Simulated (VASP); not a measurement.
# GaP (rocksalt type) (Fm-3m) in VASP: a series of runs

Aim: see how the results for GaP (rocksalt type) move with the level of theory and the settings. Levels: PBEsol, PBE. Tasks: single point, relaxation of cell and atoms.

Everything below comes from runs of VASP 6.6.1. Logs are shortened: lines on timing, memory, paths and dates and some standing lists are left out, and cuts for length are marked.

### 1 The cell of the first run

It takes space group Fm-3m (No. 225, cubic). The conventional cell has a = 5.161 Å, b = 5.161 Å, c = 5.161 Å, α = 90.00°, β = 90.00°, γ = 90.00°. Ga (site symmetry m-3m) has 6 P at 2.58 Å within 3.4 Å. P (site symmetry m-3m) has 6 Ga at 2.58 Å within 3.4 Å.

### 2 Single point, PBEsol

The input, INCAR:

```
SYSTEM = GaP
PREC = Accurate
ENCUT = 520
EDIFF = 1E-6
ISMEAR = -1
SIGMA = 0.05
LREAL = .False.
LASPH = .True.
NELM = 80
ALGO = Normal
ISIF = 2
LWAVE = .False.
LCHARG = .True.
GGA = PS
LELF = .True.
LVHAR = .True.
NBANDS = 16
```

The input, KPOINTS:

```
Automatic mesh
0
Gamma
  12 12 12
  0 0 0
```

The input, POSCAR:

```
GaP
1.0
    0.0000000000      2.5804676415      2.5804676415
    2.5804676415      0.0000000000      2.5804676415
    2.5804676415      2.5804676415      0.0000000000
Ga P
1 1
Direct
    0.0000000000      0.0000000000      0.0000000000
    0.5000000000      0.5000000000      0.5000000000
```

Potentials or basis: VASP PAW PBE potentials, release 64 (Ga_d, P).

Started as:

```console
cat potpaw_PBE.64/Ga_d/POTCAR potpaw_PBE.64/P/POTCAR > POTCAR
mpirun -np 1 vasp_std > vasp.out
```

OUTCAR:

```text
SYSTEM = GaP
   PREC = Accurate
   ENCUT = 520
   EDIFF = 1E-6
   ISMEAR = -1
   LREAL = .False.
   LASPH = .True.
   NELM = 80
   ISIF = 2
   GGA = PS

 ion  position               nearest neighbor table
   1  0.000  0.000  0.000-   2 2.58   2 2.58   2 2.58   2 2.58   2 2.58   2 2.58
   2  0.500  0.500  0.500-   1 2.58   1 2.58   1 2.58   1 2.58   1 2.58   1 2.58

  LATTYP: Found a face centered cubic cell.
 ALAT       =     5.1609352830

  Lattice vectors:

 A1 = (   0.0000000000,   2.5804676415,   2.5804676415)
 A2 = (   2.5804676415,   0.0000000000,   2.5804676415)
 A3 = (   2.5804676415,   2.5804676415,   0.0000000000)

Analysis of symmetry for initial positions (statically):
=====================================================================
 Subroutine PRICEL returns:
 Original cell was already a primitive cell.

 Routine SETGRP: Setting up the symmetry group for a
 face centered cubic supercell.

 Subroutine GETGRP returns: Found 48 space group operations
 (whereof 48 operations were pure point group operations)
 out of a pool of 48 trial point group operations.

The static configuration has the point symmetry O_h .

Analysis of symmetry for dynamics (positions and initial velocities):
=====================================================================
 Subroutine PRICEL returns:
 Original cell was already a primitive cell.

 Routine SETGRP: Setting up the symmetry group for a
 face centered cubic supercell.

 Subroutine GETGRP returns: Found 48 space group operations
 (whereof 48 operations were pure point group operations)
 out of a pool of 48 trial point group operations.

The dynamic configuration has the point symmetry O_h .

 Subroutine INISYM returns: Found 48 space group operations
 (whereof 48 operations are pure point group operations),
 and found     1 'primitive' translations

----------------------------------------------------------------------------------------

                                     Primitive cell

  volume of cell :      34.3657

  direct lattice vectors                    reciprocal lattice vectors
     0.000000000  2.580467641  2.580467641    -0.193763329  0.193763329  0.193763329
     2.580467641  0.000000000  2.580467641     0.193763329 -0.193763329  0.193763329
     2.580467641  2.580467641  0.000000000     0.193763329  0.193763329 -0.193763329

  length of vectors
     3.649332336  3.649332336  3.649332336     0.335607930  0.335607930  0.335607930

  position of ions in fractional coordinates (direct lattice)
     0.000000000  0.000000000  0.000000000
     0.500000000  0.500000000  0.500000000

  ion indices of the primitive-cell ions
   primitive index   ion index
                 1           1
                 2           2

----------------------------------------------------------------------------------------

 KPOINTS: Automatic mesh

Automatic generation of k-mesh.
 Grid dimensions read from file:
 generate k-points for:   12   12   12

 Generating k-lattice:

  Cartesian coordinates                     Fractional coordinates (reciprocal lattice)
    -0.016146944  0.016146944  0.016146944     0.083333333  0.000000000  0.000000000
     0.016146944 -0.016146944  0.016146944     0.000000000  0.083333333  0.000000000
     0.016146944  0.016146944 -0.016146944     0.000000000  0.000000000  0.083333333

  Length of vectors
     0.027967328  0.027967328  0.027967328

  Shift w.r.t. Gamma in fractional coordinates (k-lattice)
     0.000000000  0.000000000  0.000000000

 Subroutine IBZKPT returns following result:
 ===========================================

 Found     72 irreducible k-points:

 Following reciprocal coordinates:
            Coordinates               Weight
  0.000000  0.000000  0.000000      1.000000
  0.083333  0.000000  0.000000      8.000000
  0.166667  0.000000  0.000000      8.000000
  0.250000  0.000000  0.000000      8.000000
  0.333333  0.000000  0.000000      8.000000
  0.416667  0.000000  0.000000      8.000000
[... 16 lines left out ...]
  0.500000  0.166667  0.000000     24.000000
 -0.416667  0.166667  0.000000     24.000000
 [... further k-points ...]
   k-points           NKPTS =     72   k-points in BZ     NKDIM =     72   number of bands    NBANDS=     16
   number of dos      NEDOS =    301   number of ions     NIONS =      2
   total plane-waves  NPLWV =  21952
   dimension x,y,z NGX =    28 NGY =   28 NGZ =   28
   dimension x,y,z NGXF=    56 NGYF=   56 NGZF=   56
   ions per type =               1   1
   NGX,Y,Z   is equivalent  to a cutoff of  12.76, 12.76, 12.76 a.u.
   NGXF,Y,Z  is equivalent  to a cutoff of  25.51, 25.51, 25.51 a.u.
 SYSTEM =  GaP
   PREC   = accura    normal or accurate (medium, high low for compatibility)
   ISTART =      0    job   : 0-new  1-cont  2-samecut
   ICHARG =      2    charge: 1-file 2-atom 10-const
   ISPIN  =      1    spin polarized calculation?
   LNONCOLLINEAR =      F non collinear calculations
   LSORBIT =      F    spin-orbit coupling
   LASPH  =      T    aspherical Exc in radial PAW
   ENCUT  =  520.0 eV  38.22 Ry    6.18 a.u.   6.79  6.79  6.79*2*pi/ulx,y,z
   NELM   =     80;   NELMIN=  2; NELMDL= -5     # of ELM steps
   EDIFF  = 0.1E-05   stopping-criterion for ELM
   LREAL  =      F    real-space projection
   EDIFFG = 0.1E-04   stopping-criterion for IOM
   NSW    =      0    number of steps for IOM
   IBRION =     -1    ionic relax: 0-MD 1-quasi-New 2-CG
   NFREE  =      0    steps in history (QN), initial steepest desc. (CG)
   ISIF   =      2    stress and relaxation
   ISYM   =      2    0-nonsym 1-usesym 2-fastsym
   POTIM  = 0.5000    time-step for ionic-motion
   TEBEG  =    0.0;   TEEND  =   0.0 temperature during run
   PSTRESS=    0.0 pullay stress
   NELECT =      18.0000    total number of electrons
   NUPDOWN=      -1.0000    fix difference up-down
   EMIN   =  10.00;   EMAX   =-10.00  energy-range for DOS
[... 5 lines left out ...]
     AMIX     =   0.40;   BMIX     =  1.00
     AMIX_MAG =   1.60;   BMIX_MAG =  1.00
  volume/ion in A,a.u.               =      17.18       115.96
  Fermi-wavevector in a.u.,A,eV,Ry     =   1.319645  2.493768 23.694056  1.741464
  Thomas-Fermi vector in A             =   2.449529
   LORBIT       =      0    0 simple, 1 ext, 2 COOP (PROOUT), +10 PAW based schemes
   GGA     = PS    functional components
   LHFCALC =     F    Hartree Fock is set to
   AEXX    =    0.0000 exact exchange contribution
   IVDW    =     0    specifies the selected vdW correction
   LEPSILON=     F    determine dielectric tensor
   LRPA    =     F    only Hartree local field effects (RPA)
 non-spin polarized calculation
  energy-cutoff  :      520.00
  volume of cell :       34.37
 maximum number of plane-waves:       944
   NGX = 13   NGY = 13   NGZ = 13

 number of electron      18.0000009 magnetization

 Free energy of the ion-electron system (eV)
  ---------------------------------------------------
  ext. energy  EPLUGINS =         0.00000000
  ---------------------------------------------------
  free energy    TOTEN  =        -9.21853244 eV

  energy without entropy =       -9.20845751  energy(sigma->0) =       -9.21349497

 E-fermi :   6.2596     XC(G=0): -11.0973

 val. band max:        6.2482120853   @ k =   0.2500   0.1667   0.0833
 cond. band min:       6.2771693400   @ k =   0.1667   0.0000   0.0000
 fundamental gap:      0.0289572547
 Fermi energy:         6.2596297034

 k-point     1 :       0.0000    0.0000    0.0000
  band No.  band energies     occupation
      1      -8.2953      2.00000
      2      -8.2953      2.00000
      3      -8.2705      2.00000
      4      -8.2705      2.00000
      5      -8.2705      2.00000
      6      -6.8975      2.00000
[... 8 lines left out ...]
     15      14.8756      0.00000
     16      14.8756      0.00000

 k-point     2 :       0.0833    0.0000    0.0000
  band No.  band energies     occupation
      1      -8.2972      2.00000
      2      -8.2972      2.00000
      3      -8.2709      2.00000
      4      -8.2680      2.00000
      5      -8.2680      2.00000
      6      -6.7931      2.00000
[... 8 lines left out ...]
     15      14.0339      0.00000
     16      14.8215      0.00000

 k-point     3 :       0.1667    0.0000    0.0000
  band No.  band energies     occupation
      1      -8.3034      2.00000
      2      -8.3034      2.00000
      3      -8.2725      2.00000
      4      -8.2599      2.00000
      5      -8.2599      2.00000
      6      -6.4821      2.00000
[... 8 lines left out ...]
     15      14.3733      0.00000
     16      14.7423      0.00000

 k-point     4 :       0.2500    0.0000    0.0000
  band No.  band energies     occupation
      1      -8.3130      2.00000
      2      -8.3130      2.00000
      3      -8.2756      2.00000
      4      -8.2478      2.00000
      5      -8.2478      2.00000
      6      -5.9735      2.00000
[... 8 lines left out ...]
     15      15.3480      0.00000
     16      15.3480      0.00000

 k-point     5 :       0.3333    0.0000    0.0000
  band No.  band energies     occupation
      1      -8.3229      2.00000
      2      -8.3229      2.00000
      3      -8.2795      2.00000
      4      -8.2353      2.00000
      5      -8.2353      2.00000
      6      -5.2958      2.00000
[... 8 lines left out ...]
     15      16.6318      0.00000
     16      16.6318      0.00000

 k-point     6 :       0.4167    0.0000    0.0000
  band No.  band energies     occupation
      1      -8.3303      2.00000
      2      -8.3303      2.00000
      3      -8.2827      2.00000
      4      -8.2260      2.00000
      5      -8.2260      2.00000
      6      -4.5456      2.00000
[... 8 lines left out ...]
     15      18.0705      0.00000
     16      18.0705      0.00000

 k-point     7 :       0.5000    0.0000    0.0000
  band No.  band energies     occupation
      1      -8.3330      2.00000
      2      -8.3330      2.00000
      3      -8.2838      2.00000
      4      -8.2226      2.00000
      5      -8.2226      2.00000
      6      -4.1179      2.00000
[... 8 lines left out ...]
     15      18.9818      0.00000
     16      18.9871      0.00000

 k-point     8 :       0.0833    0.0833    0.0000
  band No.  band energies     occupation
      1      -8.3027      2.00000
      2      -8.2934      2.00000
      3      -8.2728      2.00000
      4      -8.2664      2.00000
      5      -8.2664      2.00000
      6      -6.7573      2.00000
[... 8 lines left out ...]
     15      15.3506      0.00000
     16      15.3506      0.00000

 k-point     9 :       0.1667    0.0833    0.0000
  band No.  band energies     occupation
      1      -8.3126      2.00000
      2      -8.2947      2.00000
      3      -8.2744      2.00000
      4      -8.2613      2.00000
      5      -8.2592      2.00000
      6      -6.5126      2.00000
[... 8 lines left out ...]
     15      15.2141      0.00000
     16      15.5606      0.00000
[... 172 lines left out ...]
 k-point    19 :       0.1667    0.1667    0.0000
  band No.  band energies     occupation
      1      -8.3311      2.00000
      2      -8.2883      2.00000
      3      -8.2792      2.00000
      4      -8.2549      2.00000
      5      -8.2549      2.00000
      6      -6.3311      2.00000
[... 8 lines left out ...]
     15      16.6781      0.00000
     16      16.7047      0.00000

 k-point    20 :       0.2500    0.1667    0.0000
  band No.  band energies     occupation
      1      -8.3510      2.00000
      2      -8.2892      2.00000
      3      -8.2817      2.00000
      4      -8.2481      2.00000
      5      -8.2448      2.00000
      6      -5.9461      2.00000
[... 8 lines left out ...]
     15      16.7761      0.00000
     16      17.2639      0.00000

 k-point    21 :       0.3333    0.1667    0.0000
  band No.  band energies     occupation
      1      -8.3664      2.00000
      2      -8.2965      2.00000
      3      -8.2811      2.00000
      4      -8.2430      2.00000
      5      -8.2323      2.00000
      6      -5.3759      2.00000
[... 8 lines left out ...]
     15      17.8014      0.00000
     16      18.0702      0.00000

 k-point    22 :       0.4167    0.1667    0.0000
  band No.  band energies     occupation
      1      -8.3746      2.00000
      2      -8.3062      2.00000
      3      -8.2785      2.00000
      4      -8.2393      2.00000
      5      -8.2229      2.00000
      6      -4.6656      2.00000
[... 8 lines left out ...]
     15      19.0211      0.00000
     16      19.3862      0.00000

 k-point    23 :       0.5000    0.1667    0.0000
  band No.  band energies     occupation
      1      -8.3746      2.00000
      2      -8.3154      2.00000
      3      -8.2752      2.00000
      4      -8.2369      2.00000
      5      -8.2194      2.00000
      6      -3.9737      2.00000
[... 8 lines left out ...]
     15      19.2580      0.00000
     16      20.1200      0.00000

 k-point    24 :      -0.4167    0.1667    0.0000
  band No.  band energies     occupation
      1      -8.3666      2.00000
      2      -8.3218      2.00000
      3      -8.2723      2.00000
      4      -8.2363      2.00000
      5      -8.2225      2.00000
      6      -3.8319      2.00000
[... 8 lines left out ...]
     15      17.9064      0.00000
     16      18.7930      0.00000

 [... further k-points ...]
[... 5 lines left out ...]
  --------------------------------------------------------------------------------------
  -------------------------------------------------------------------------------------
  Total       -0.7818595     -0.7818595     -0.7818595     -0.0000000      0.0000000     -0.0000000
  in kB      -36.4513858    -36.4513858    -36.4513858     -0.0000000      0.0000000     -0.0000000
  external PRESSURE =     -36.4513858 kB  Pullay stress =       0.0000000 kB

 VOLUME and BASIS-vectors are now :
 -----------------------------------------------------------------------------
  energy-cutoff  :      520.00
  volume of cell :       34.37
      direct lattice vectors                 reciprocal lattice vectors
     0.000000000  2.580467641  2.580467641    -0.193763329  0.193763329  0.193763329
     2.580467641  0.000000000  2.580467641     0.193763329 -0.193763329  0.193763329
     2.580467641  2.580467641  0.000000000     0.193763329  0.193763329 -0.193763329

 POSITION                                       TOTAL-FORCE (eV/Angst)
 -----------------------------------------------------------------------------------
      0.00000      0.00000      0.00000         0.000000     -0.000000      0.000000
      2.58047      2.58047      2.58047        -0.000000      0.000000     -0.000000
 -----------------------------------------------------------------------------------
    total drift:                               -0.000000      0.000000      0.000000

  FREE ENERGIE OF THE ION-ELECTRON SYSTEM (eV)
  ---------------------------------------------------
  free  energy   TOTEN  =        -9.2185324381 eV

  energy  without entropy=       -9.2084575073  energy(sigma->0) =       -9.21349497
```

Wall time 26 s (1 thread of Intel Xeon Platinum 8488C (Sapphire Rapids), shared host); peak memory 0.18 GiB.

Results:

```yaml
Free_energy: -9.2185 eV
Pressure: -3.6 GPa
Band_gap_on_the_k_mesh: zero (band 9 reaches 6.85 eV, above the bottom of band 10 at 3.63 eV)
```

Caveat: the PAW data sets were made with another functional, which shifts forces and pressure a little.

[end of part 1 of 2]
